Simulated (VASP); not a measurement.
# PtSe (P-6m2) in VASP: a series of runs

Runs on PtSe. Level: PBE. Tasks: single point.

Program: VASP 6.6.1. These are calculated values, not measurements. Logs are shortened: lines on timing, memory, paths and dates and some standing lists are left out, and cuts for length are marked.

## Step 1: The cell of the first run

It takes space group P-6m2 (No. 187, hexagonal). Conventional cell: a = 3.628 Å, b = 3.628 Å, c = 3.613 Å, α = 90.00°, β = 90.00°, γ = 120.00°. Within 3.6 Å of Pt (site symmetry -6m2) lie 6 Se at 2.77 Å. Se (site symmetry -6m2) has 6 Pt at 2.77 Å within 3.6 Å.

## Step 2: Single point, PBE

Contents of INCAR:

```
SYSTEM = PtSe
PREC     = Accurate       ! precision mode
ENCUT    = 520            ! plane-wave cutoff, eV
EDIFF    = 1E-6           ! SCF threshold, eV
ISMEAR   = -1             ! smearing method
SIGMA    = 0.05           ! smearing width, eV
LREAL    = .FALSE.        ! projectors in reciprocal space
LASPH    = .TRUE.         ! aspherical terms in the spheres
NELM     = 80             ! most SCF steps
ALGO     = Normal         ! electronic algorithm
ISIF     = 2              ! what is computed and relaxed
LWAVE    = .FALSE.        ! write WAVECAR
LCHARG   = .TRUE.         ! write CHGCAR
GGA      = PE             ! functional
LELF     = .TRUE.         ! ELF
LVHAR    = .TRUE.       
NBANDS   = 15             ! bands
```

Contents of KPOINTS:

```
regular mesh
0
G
  7 7 6
  0 0 0
```

Contents of POSCAR:

```
PtSe
1.0
    3.6278329234      0.0000000000      0.0000000000
   -1.8139164568      3.1417954750      0.0000000000
    0.0000000000      0.0000000000      3.6128420300
Pt Se
1 1
Direct
    0.0000000000      0.0000000000      0.0000000000
    0.6666666667      0.3333333333      0.5000000000
```

Potentials or basis: VASP PAW PBE potentials, release 64 (Pt, Se).

The run is started by

```console
$ cat potpaw_PBE.64/Pt/POTCAR potpaw_PBE.64/Se/POTCAR > POTCAR
$ mpirun -np 1 vasp_std > vasp.out
```

OUTCAR:

```text
SYSTEM = PtSe
   PREC = Accurate
   ENCUT = 520
   EDIFF = 1E-6
   ISMEAR = -1
   LREAL = .FALSE.
   LASPH = .TRUE.
   NELM = 80
   ISIF = 2
   GGA = PE

 ion  position               nearest neighbor table
   1  0.000  0.000  0.000-   2 2.77   2 2.77   2 2.77   2 2.77   2 2.77   2 2.77
   2  0.667  0.333  0.500-   1 2.77   1 2.77   1 2.77   1 2.77   1 2.77   1 2.77

  LATTYP: Found a hexagonal cell.
 ALAT       =     3.6278329234
 C/A-ratio  =     0.9958678104

  Lattice vectors:

 A1 = (   3.6278329234,   0.0000000000,   0.0000000000)
 A2 = (  -1.8139164568,   3.1417954750,   0.0000000000)
 A3 = (   0.0000000000,   0.0000000000,   3.6128420300)

Analysis of symmetry for initial positions (statically):
=====================================================================
 Subroutine PRICEL returns:
 Original cell was already a primitive cell.

 Routine SETGRP: Setting up the symmetry group for a
 hexagonal supercell.

 Subroutine GETGRP returns: Found 12 space group operations
 (whereof 12 operations were pure point group operations)
 out of a pool of 24 trial point group operations.

The static configuration has the point symmetry D_3h.

Analysis of symmetry for dynamics (positions and initial velocities):
=====================================================================
 Subroutine PRICEL returns:
 Original cell was already a primitive cell.

 Routine SETGRP: Setting up the symmetry group for a
 hexagonal supercell.

 Subroutine GETGRP returns: Found 12 space group operations
 (whereof 12 operations were pure point group operations)
 out of a pool of 24 trial point group operations.

The dynamic configuration has the point symmetry D_3h.

 Subroutine INISYM returns: Found 12 space group operations
 (whereof 12 operations are pure point group operations),
 and found     1 'primitive' translations

----------------------------------------------------------------------------------------

                                     Primitive cell

  volume of cell :      41.1788

  direct lattice vectors                    reciprocal lattice vectors
     3.627832923  0.000000000  0.000000000     0.275646652  0.159144668  0.000000000
    -1.813916457  3.141795475  0.000000000     0.000000000  0.318289337  0.000000000
     0.000000000  0.000000000  3.612842030     0.000000000  0.000000000  0.276790403

  length of vectors
     3.627832923  3.627832923  3.612842030     0.318289337  0.318289337  0.276790403

  position of ions in fractional coordinates (direct lattice)
     0.000000000  0.000000000  0.000000000
     0.666666667  0.333333333  0.500000000

  ion indices of the primitive-cell ions
   primitive index   ion index
                 1           1
                 2           2

----------------------------------------------------------------------------------------

 KPOINTS: regular mesh

Automatic generation of k-mesh.
 Grid dimensions read from file:
 generate k-points for:    7    7    6

 Generating k-lattice:

  Cartesian coordinates                     Fractional coordinates (reciprocal lattice)
     0.039378093  0.022734953  0.000000000     0.142857143  0.000000000  0.000000000
     0.000000000  0.045469905  0.000000000     0.000000000  0.142857143  0.000000000
     0.000000000  0.000000000  0.046131734     0.000000000  0.000000000  0.166666667

  Length of vectors
     0.045469905  0.045469905  0.046131734

  Shift w.r.t. Gamma in fractional coordinates (k-lattice)
     0.000000000  0.000000000  0.000000000

 Subroutine IBZKPT returns following result:
 ===========================================

 Found     32 irreducible k-points:

 Following reciprocal coordinates:
            Coordinates               Weight
  0.000000  0.000000  0.000000      1.000000
  0.142857  0.000000  0.000000      6.000000
  0.285714  0.000000  0.000000      6.000000
  0.428571  0.000000  0.000000      6.000000
  0.142857  0.142857  0.000000      6.000000
  0.285714  0.142857  0.000000     12.000000
[... 16 lines left out ...]
  0.428571  0.142857  0.333333     12.000000
  0.285714  0.285714  0.333333     12.000000
 [... further k-points ...]
   k-points           NKPTS =     32   k-points in BZ     NKDIM =     32   number of bands    NBANDS=     15
   number of dos      NEDOS =    301   number of ions     NIONS =      2
   total plane-waves  NPLWV =  21952
   dimension x,y,z NGX =    28 NGY =   28 NGZ =   28
   dimension x,y,z NGXF=    56 NGYF=   56 NGZF=   56
   ions per type =               1   1
   NGX,Y,Z   is equivalent  to a cutoff of  12.83, 12.83, 12.88 a.u.
   NGXF,Y,Z  is equivalent  to a cutoff of  25.66, 25.66, 25.77 a.u.
 SYSTEM =  PtSe
   PREC   = accura    normal or accurate (medium, high low for compatibility)
   ISTART =      0    job   : 0-new  1-cont  2-samecut
   ICHARG =      2    charge: 1-file 2-atom 10-const
   ISPIN  =      1    spin polarized calculation?
   LNONCOLLINEAR =      F non collinear calculations
   LSORBIT =      F    spin-orbit coupling
   LASPH  =      T    aspherical Exc in radial PAW
   ENCUT  =  520.0 eV  38.22 Ry    6.18 a.u.   6.75  6.75  6.72*2*pi/ulx,y,z
   NELM   =     80;   NELMIN=  2; NELMDL= -5     # of ELM steps
   EDIFF  = 0.1E-05   stopping-criterion for ELM
   LREAL  =      F    real-space projection
   EDIFFG = 0.1E-04   stopping-criterion for IOM
   NSW    =      0    number of steps for IOM
   IBRION =     -1    ionic relax: 0-MD 1-quasi-New 2-CG
   NFREE  =      0    steps in history (QN), initial steepest desc. (CG)
   ISIF   =      2    stress and relaxation
   ISYM   =      2    0-nonsym 1-usesym 2-fastsym
   POTIM  = 0.5000    time-step for ionic-motion
   TEBEG  =    0.0;   TEEND  =   0.0 temperature during run
   PSTRESS=    0.0 pullay stress
   NELECT =      16.0000    total number of electrons
   NUPDOWN=      -1.0000    fix difference up-down
   EMIN   =  10.00;   EMAX   =-10.00  energy-range for DOS
   EFERMI =   0.00;   METHOD = LEGACY
   ISMEAR =    -1;   SIGMA  =   0.05  broadening in eV -4-tet -1-fermi 0-gaus
   EFERMI_NEDOS =   21; number of points for ismear=-14 and -15
   IALGO  =     38    algorithm
   IMIX   =      4    mixing-type and parameters
     AMIX     =   0.40;   BMIX     =  1.00
     AMIX_MAG =   1.60;   BMIX_MAG =  1.00
  volume/ion in A,a.u.               =      20.59       138.94
  Fermi-wavevector in a.u.,A,eV,Ry     =   1.194603  2.257471 19.416538  1.427075
  Thomas-Fermi vector in A             =   2.330589
   LORBIT       =      0    0 simple, 1 ext, 2 COOP (PROOUT), +10 PAW based schemes
   GGA     = PE    functional components
   LHFCALC =     F    Hartree Fock is set to
   AEXX    =    0.0000 exact exchange contribution
   IVDW    =     0    specifies the selected vdW correction
   LEPSILON=     F    determine dielectric tensor
   LRPA    =     F    only Hartree local field effects (RPA)
 non-spin polarized calculation
  energy-cutoff  :      520.00
  volume of cell :       41.18
 maximum number of plane-waves:      1119
 NGX is ok and might be reduce to    28
   NGX = 13   NGY = 13   NGZ = 13

 number of electron      16.0000000 magnetization

 Free energy of the ion-electron system (eV)
  ---------------------------------------------------
  ext. energy  EPLUGINS =         0.00000000
  ---------------------------------------------------
  free energy    TOTEN  =        -9.07843953 eV

  energy without entropy =       -9.06832537  energy(sigma->0) =       -9.07338245

 E-fermi :   6.2042     XC(G=0): -10.9613

 val. band max:        6.1391811773   @ k =   0.4286   0.0000   0.1667
 cond. band min:       6.2200589429   @ k =   0.1429   0.0000   0.3333
 fundamental gap:      0.0808777656
 Fermi energy:         6.2042422069

 k-point     1 :       0.0000    0.0000    0.0000
  band No.  band energies     occupation
      1      -8.4867      2.00000
      2       2.5581      2.00000
      3       2.5581      2.00000
      4       2.6194      2.00000
      5       3.9623      2.00000
      6       4.1241      2.00000
      7       4.1241      2.00000
      8       6.2856      0.32834
      9       6.9140      0.00000
     10       6.9140      0.00000
     11      13.5804      0.00000
     12      14.1629      0.00000
     13      14.1629      0.00000
     14      19.3294      0.00000
     15      19.5697      0.00000

 k-point     2 :       0.1429    0.0000    0.0000
  band No.  band energies     occupation
      1      -8.3054      2.00000
      2       1.9097      2.00000
      3       2.7053      2.00000
      4       2.8216      2.00000
      5       3.0505      2.00000
      6       4.0865      2.00000
      7       5.2660      2.00000
      8       5.3259      2.00000
      9       6.5493      0.00201
     10       8.0304      0.00000
     11      13.1475      0.00000
     12      14.5762      0.00000
     13      14.9554      0.00000
     14      17.4749      0.00000
     15      20.4879      0.00000

 k-point     3 :       0.2857    0.0000    0.0000
  band No.  band energies     occupation
      1      -7.8462      2.00000
      2       0.6534      2.00000
      3       2.3759      2.00000
      4       3.0279      2.00000
      5       3.0932      2.00000
      6       4.0036      2.00000
      7       4.7778      2.00000
      8       5.8107      1.99924
      9       6.5094      0.00446
     10       8.7648      0.00000
     11      12.9828      0.00000
     12      14.8799      0.00000
     13      15.7309      0.00000
     14      16.8334      0.00000
     15      20.6759      0.00000
[... 343 lines left out ...]
 k-point    23 :       0.4286    0.1429    0.3333
  band No.  band energies     occupation
      1      -7.0222      2.00000
      2       0.3782      2.00000
      3       1.2422      2.00000
      4       1.8127      2.00000
      5       3.8445      2.00000
      6       4.6379      2.00000
      7       4.8702      2.00000
      8       5.5955      1.99999
      9       6.8455      0.00001
     10       7.8850      0.00000
     11      12.0513      0.00000
     12      13.1099      0.00000
     13      16.3452      0.00000
     14      18.1221      0.00000
     15      20.4232      0.00000

 k-point    24 :       0.2857    0.2857    0.3333
  band No.  band energies     occupation
      1      -6.9863      2.00000
      2       0.7279      2.00000
      3       0.9836      2.00000
      4       1.5751      2.00000
      5       3.8197      2.00000
      6       4.7521      2.00000
      7       4.8256      2.00000
      8       5.7837      1.99956
      9       6.6256      0.00044
     10       8.0400      0.00000
     11      11.0349      0.00000
     12      14.7717      0.00000
     13      16.2224      0.00000
     14      17.1286      0.00000
     15      20.6898      0.00000

 [... further k-points ...]

------------------------ aborting loop because EDIFF is reached ----------------------------------------

  FORCE on cell =-STRESS in cart. coord.  units (eV):
  Direction    XX          YY          ZZ          XY          YZ          ZX
  --------------------------------------------------------------------------------------
  -------------------------------------------------------------------------------------
  Total       -1.8764673     -1.8764673     -3.2010890     -0.0000000     -0.0000000      0.0000000
  in kB      -73.0091708    -73.0091709   -124.5472574     -0.0000001     -0.0000000      0.0000000
  external PRESSURE =     -90.1885330 kB  Pullay stress =       0.0000000 kB

 VOLUME and BASIS-vectors are now :
 -----------------------------------------------------------------------------
  energy-cutoff  :      520.00
  volume of cell :       41.18
      direct lattice vectors                 reciprocal lattice vectors
     3.627832923  0.000000000  0.000000000     0.275646652  0.159144668  0.000000000
    -1.813916457  3.141795475  0.000000000     0.000000000  0.318289337  0.000000000
     0.000000000  0.000000000  3.612842030     0.000000000  0.000000000  0.276790403

 POSITION                                       TOTAL-FORCE (eV/Angst)
 -----------------------------------------------------------------------------------
      0.00000      0.00000      0.00000        -0.000000      0.000000      0.000000
      1.81392      1.04727      1.80642         0.000000     -0.000000      0.000000
 -----------------------------------------------------------------------------------
    total drift:                               -0.000000      0.000000      0.000000

  FREE ENERGIE OF THE ION-ELECTRON SYSTEM (eV)
  ---------------------------------------------------
  free  energy   TOTEN  =        -9.0784395280 eV

  energy  without entropy=       -9.0683253699  energy(sigma->0) =       -9.07338245
```

Run time: 8.4 s. Hardware: 1 thread of Intel Xeon 6975P-C (Granite Rapids), shared host; peak memory 0.17 GiB.

Results:

```yaml
Free_energy: -9.0784 eV
Pressure: -9.0 GPa
Band_gap_on_the_k_mesh: zero (band 8 reaches 7.00 eV, above the bottom of band 9 at 6.14 eV)
```

Stress tensor (GPa, compression positive):
```
 -7.30   0.00   0.00
  0.00  -7.30   0.00
  0.00   0.00 -12.45
```

Caveat: spin-orbit coupling is left out, which moves the levels of the heavy elements.

[end of part 1 of 2]
